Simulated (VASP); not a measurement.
CsCdCl3:

```
Cs Cd Cl
1.0
     5.20000    0.00000    0.00000
     0.00000    5.20000    0.00000
     0.00000    0.00000    5.20000
Cs Cd Cl
1 1 3
Cartesian
  0.0000 0.0000 0.0000
  2.6000 2.6000 2.6000
  0.0000 2.6000 2.6000
  2.6000 0.0000 2.6000
  2.6000 2.6000 0.0000
```

- Program: VASP 6.6.1
- Task: relaxation of cell and atoms
- Functional: LDA
- Potentials or basis: VASP PAW LDA potentials, release 64 (Cs_sv, Cd, Cl)
- Cutoff: 600 eV
- k mesh: 6 × 6 × 6
- Occupations: gaussian, width 0.02 eV
- Spin: no spin polarisation

At the start: pressure -1.7 GPa; volume 28.12 Å³/atom.

Q: Where does the relaxation end?

A: Over 3 steps the energy falls by 6.5 meV/atom and the volume is 26.92 Å³/atom (-4.3 %); space group Pm-3m (No. 221, to 0.1 Å) before and after.

The path:
| step | energy change (eV) | largest force (eV/Å) | pressure (GPa) | volume (Å³) |
| --- | --- | --- | --- | --- |
| 1 | 0.0000 | 0.0000 | -1.67 | 140.61 |
| 2 | -0.0326 | 0.0000 | -0.04 | 134.72 |
| 3 | -0.0326 | 0.0000 | 0.00 | 134.61 |

Final structure:
```cif
data_structure
_symmetry_space_group_name_H-M 'P 1'
_symmetry_Int_Tables_number 1
_cell_length_a 5.1250
_cell_length_b 5.1250
_cell_length_c 5.1250
_cell_angle_alpha 90.000
_cell_angle_beta 90.000
_cell_angle_gamma 90.000
_cell_volume 134.61
loop_
_atom_site_label
_atom_site_type_symbol
_atom_site_fract_x
_atom_site_fract_y
_atom_site_fract_z
_atom_site_occupancy
Cs1 Cs 0.00000 0.00000 0.00000 1
Cd1 Cd 0.50000 0.50000 0.50000 1
Cl1 Cl 0.00000 0.50000 0.50000 1
Cl2 Cl 0.50000 0.00000 0.50000 1
Cl3 Cl 0.50000 0.50000 0.00000 1
```
